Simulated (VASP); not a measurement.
# BN (I-4m2) in VASP: further runs, part 4 of 4

VASP 6.6.1. Earlier steps stand in the parts before.

**7. Electric field gradients, PBE (equal xx and yy strain of +3 %)**

Contents of INCAR:

```
  PREC = Accurate
  ENCUT = 520
  EDIFF = 1E-8
  ISMEAR = -1
  SIGMA = 0.03
  LREAL = False
  LASPH = True
  NELM = 120
  ALGO = Normal
  ISIF = 2
  LWAVE = False
  LCHARG = False
  GGA = PE
  LEFG = True
  NBANDS = 11
  GGA_COMPAT = False
```

Contents of KPOINTS:

```
regular mesh
0
Gamma
  13 13 13
```

Contents of POSCAR:

```
BN
1.0
    0.0000000000      1.8617250000      1.8075000000
    1.8617250000      0.0000000000      1.8075000000
    1.8617250000      1.8617250000      0.0000000000
B N
1 1
Direct
    0.0000000000      0.0000000000      0.0000000000
    0.7500000000      0.7500000000      0.7500000000
```

Potentials or basis: VASP PAW PBE potentials, release 64 (B, N).

The run is started by

```bash
> cat potpaw_PBE.64/B/POTCAR potpaw_PBE.64/N/POTCAR > POTCAR
> mpirun -np 1 vasp_std > vasp.out
```

OUTCAR:

```text
PREC = Accurate
   ENCUT = 520
   EDIFF = 1E-8
   ISMEAR = -1
   LREAL = False
   LASPH = True
   NELM = 120
   ISIF = 2
   GGA = PE

 ion  position               nearest neighbor table
   1  0.000  0.000  0.000-   2 1.60   2 1.60   2 1.60   2 1.60
   2  0.750  0.750  0.750-   1 1.60   1 1.60   1 1.60   1 1.60

  LATTYP: Found a body centered tetragonal cell.
 ALAT       =     2.6328767444
 C/A-ratio  =     1.3730228761

  Lattice vectors:

 A1 = (   0.0000000000,  -1.8617250000,  -1.8075000000)
 A2 = (   0.0000000000,   1.8617250000,  -1.8075000000)
 A3 = (   1.8617250000,   0.0000000000,   1.8075000000)

Analysis of symmetry for initial positions (statically):
=====================================================================
 Subroutine PRICEL returns:
 Original cell was already a primitive cell.

 Routine SETGRP: Setting up the symmetry group for a
 body centered tetragonal supercell.

 Subroutine GETGRP returns: Found  8 space group operations
 (whereof  8 operations were pure point group operations)
 out of a pool of 16 trial point group operations.

The static configuration has the point symmetry D_2d.

Analysis of symmetry for dynamics (positions and initial velocities):
=====================================================================
 Subroutine PRICEL returns:
 Original cell was already a primitive cell.

 Routine SETGRP: Setting up the symmetry group for a
 body centered tetragonal supercell.

 Subroutine GETGRP returns: Found  8 space group operations
 (whereof  8 operations were pure point group operations)
 out of a pool of 16 trial point group operations.

The dynamic configuration has the point symmetry D_2d.

 Subroutine INISYM returns: Found  8 space group operations
 (whereof  8 operations are pure point group operations),
 and found     1 'primitive' translations

----------------------------------------------------------------------------------------

                                     Primitive cell

  volume of cell :      12.5297

  direct lattice vectors                    reciprocal lattice vectors
     0.000000000  1.861725000  1.807500000    -0.268568129  0.268568129  0.276625173
     1.861725000  0.000000000  1.807500000     0.268568129 -0.268568129  0.276625173
     1.861725000  1.861725000  0.000000000     0.268568129  0.268568129 -0.276625173

  length of vectors
     2.594817185  2.594817185  2.632876744     0.469871436  0.469871436  0.469871436

  position of ions in fractional coordinates (direct lattice)
     0.000000000  0.000000000  0.000000000
     0.750000000  0.750000000  0.750000000

  ion indices of the primitive-cell ions
   primitive index   ion index
                 1           1
                 2           2

----------------------------------------------------------------------------------------

 KPOINTS: regular mesh

Automatic generation of k-mesh.
 Grid dimensions read from file:
 generate k-points for:   13   13   13

 Generating k-lattice:

[... 78 lines left out ...]
   IALGO  =     38    algorithm
   IMIX   =      4    mixing-type and parameters
     AMIX     =   0.40;   BMIX     =  1.00
     AMIX_MAG =   1.60;   BMIX_MAG =  1.00
  volume/ion in A,a.u.               =       6.26        42.28
  Fermi-wavevector in a.u.,A,eV,Ry     =   1.409695  2.663937 27.038027  1.987239
  Thomas-Fermi vector in A             =   2.531724
   LORBIT       =      0    0 simple, 1 ext, 2 COOP (PROOUT), +10 PAW based schemes
   GGA     = PE    functional components
   LHFCALC =     F    Hartree Fock is set to
   AEXX    =    0.0000 exact exchange contribution
   IVDW    =     0    specifies the selected vdW correction
   LEPSILON=     F    determine dielectric tensor
   LRPA    =     F    only Hartree local field effects (RPA)
 non-spin polarized calculation
  energy-cutoff  :      520.00
  volume of cell :       12.53
 maximum number of plane-waves:       348
   NGX =  9   NGY =  9   NGZ =  9

 number of electron       8.0000002 magnetization

 Free energy of the ion-electron system (eV)
  ---------------------------------------------------
  ext. energy  EPLUGINS =         0.00000000
  ---------------------------------------------------
  free energy    TOTEN  =       -17.40477775 eV

  energy without entropy =      -17.40477775  energy(sigma->0) =      -17.40477775

 E-fermi :   7.4732     XC(G=0): -12.5335

 val. band max:        6.8720617298   @ k =   0.0000   0.0000   0.0000
 cond. band min:      10.8543139453   @ k =   0.4615   0.4615   0.0000
 fundamental gap:      3.9822522155
 Fermi energy:         7.4732437184

 k-point     1 :       0.0000    0.0000    0.0000
  band No.  band energies     occupation
      1     -12.8800      2.00000
      2       6.6047      2.00000
      3       6.6047      2.00000
      4       6.8721      2.00000
      5      15.1024      0.00000
      6      15.3086      0.00000
      7      15.3086      0.00000
      8      16.0920      0.00000
      9      30.3584      0.00000
     10      33.0308      0.00000
     11      33.8619      0.00000
[... 309 lines left out ...]
 k-point    24 :       0.4615    0.1538    0.0000
  band No.  band energies     occupation
      1      -9.0822      2.00000
      2      -2.1926      2.00000
      3       3.8128      2.00000
      4       3.8161      2.00000
      5      14.9787      0.00000
      6      18.3916      0.00000
      7      18.6484      0.00000
      8      20.5073      0.00000
      9      26.9185      0.00000
     10      32.0184      0.00000
     11      33.8349      0.00000

 [... further k-points ...]

------------------------ aborting loop because EDIFF is reached ----------------------------------------

  FORCE on cell =-STRESS in cart. coord.  units (eV):
  Direction    XX          YY          ZZ          XY          YZ          ZX
  --------------------------------------------------------------------------------------
  -------------------------------------------------------------------------------------
  Total       -1.7743933     -1.7743933     -0.4837489      0.0000000      0.0000000      0.0000000
  in kB     -226.8930055   -226.8930055    -61.8573323      0.0000000      0.0000000      0.0000000
  external PRESSURE =    -171.8811144 kB  Pullay stress =       0.0000000 kB

 VOLUME and BASIS-vectors are now :
 -----------------------------------------------------------------------------
  energy-cutoff  :      520.00
  volume of cell :       12.53
      direct lattice vectors                 reciprocal lattice vectors
     0.000000000  1.861725000  1.807500000    -0.268568129  0.268568129  0.276625173
     1.861725000  0.000000000  1.807500000     0.268568129 -0.268568129  0.276625173
     1.861725000  1.861725000  0.000000000     0.268568129  0.268568129 -0.276625173

 POSITION                                       TOTAL-FORCE (eV/Angst)
 -----------------------------------------------------------------------------------
      0.00000      0.00000      0.00000        -0.000000     -0.000000      0.000000
      2.79259      2.79259      2.71125         0.000000      0.000000     -0.000000
 -----------------------------------------------------------------------------------
    total drift:                               -0.000000     -0.000000      0.000001

  FREE ENERGIE OF THE ION-ELECTRON SYSTEM (eV)
  ---------------------------------------------------
  free  energy   TOTEN  =       -17.4047777543 eV

  energy  without entropy=      -17.4047777543  energy(sigma->0) =      -17.40477775

 Electric field gradients (V/A^2)
---------------------------------------------------------------------
 ion       V_xx      V_yy      V_zz      V_xy      V_xz      V_yz
---------------------------------------------------------------------
   1      -0.537    -0.537     1.075     0.000     0.000     0.000
   2       2.302     2.302    -4.604     0.000     0.001     0.001
---------------------------------------------------------------------

 Electric field gradients after diagonalization (V/A^2)
 (convention: |V_zz| > |V_xx| > |V_yy|)
----------------------------------------------------------------------
 ion       V_xx      V_yy      V_zz     asymmetry (V_yy - V_xx)/ V_zz
----------------------------------------------------------------------
   1      -0.537    -0.537     1.075       0.000
   2       2.302     2.302    -4.604       0.000
----------------------------------------------------------------------

           NMR quadrupolar parameters

 Cq : quadrupolar parameter    Cq=e*Q*V_zz/h
 eta: asymmetry parameters     (V_yy - V_xx)/ V_zz
 Q  : nuclear electric quadrupole moment in mb (millibarn)
----------------------------------------------------------------------
 ion       Cq(MHz)       eta       Q (mb)
----------------------------------------------------------------------
   1       0.003       0.000       1.000
   2      -0.011       0.000       1.000
----------------------------------------------------------------------
```

Wall time 24 s (1 thread of AMD EPYC 7R13, shared host); peak memory 0.11 GiB.

What came out:

```
Free energy                             : -17.4048 eV
Pressure                                : -17.2 GPa
Band gap on the k mesh                  : 3.98 eV (least direct gap 8.23 eV)
Largest electric field gradient by atom : B +1.1; N -4.6 V/Å²
```

Stress tensor (GPa, compression positive):
```
-22.69   0.00   0.00
  0.00 -22.69   0.00
  0.00   0.00  -6.19
```

Electric field gradients, principal values (V/Å²):
```
atom   least  middle  greatest (by size)
 1 B  -0.537  -0.537               1.075
 2 N   2.302   2.302              -4.604
```

Caveat: the cell differs from its parent crystal (equal xx and yy strain of +3 %); the stress differs along the axes, from -23 to -6 GPa; without QUAD_EFG the Cq values of the log hold for a quadrupole moment of 1 mb, not for the nuclei. A k mesh can miss the band edges.

**8. Summary**

```tsv
cell	gap on the mesh (eV)	pressure (GPa)
a = 2.531, b = 2.531, c = 2.505 Å, angles 60.3, 60.3, 59.3°, 2 atoms	4.39	20.1
a = 2.569, b = 2.569, c = 2.582 Å, angles 59.8, 59.8, 60.3°, 2 atoms	4.34	-4.1
a = 2.595, b = 2.595, c = 2.633 Å, angles 59.5, 59.5, 61.0°, 2 atoms	3.98	-17.2
```

Alike in all rows: task electric field gradients; level PBE; potentials or basis VASP PAW PBE potentials, release 64 (B, N); no spin polarisation; k mesh 13 × 13 × 13; cutoff (eV) 520; smearing fermi-dirac 0.03 eV.

Caveats: the stress differs along the axes, from 11 to 24 GPa (at least some runs); the stress differs along the axes, from -6 to -0 GPa (at least some runs); the stress differs along the axes, from -23 to -6 GPa (at least some runs).

Absolute energies hang on the potentials; compare differences alone.
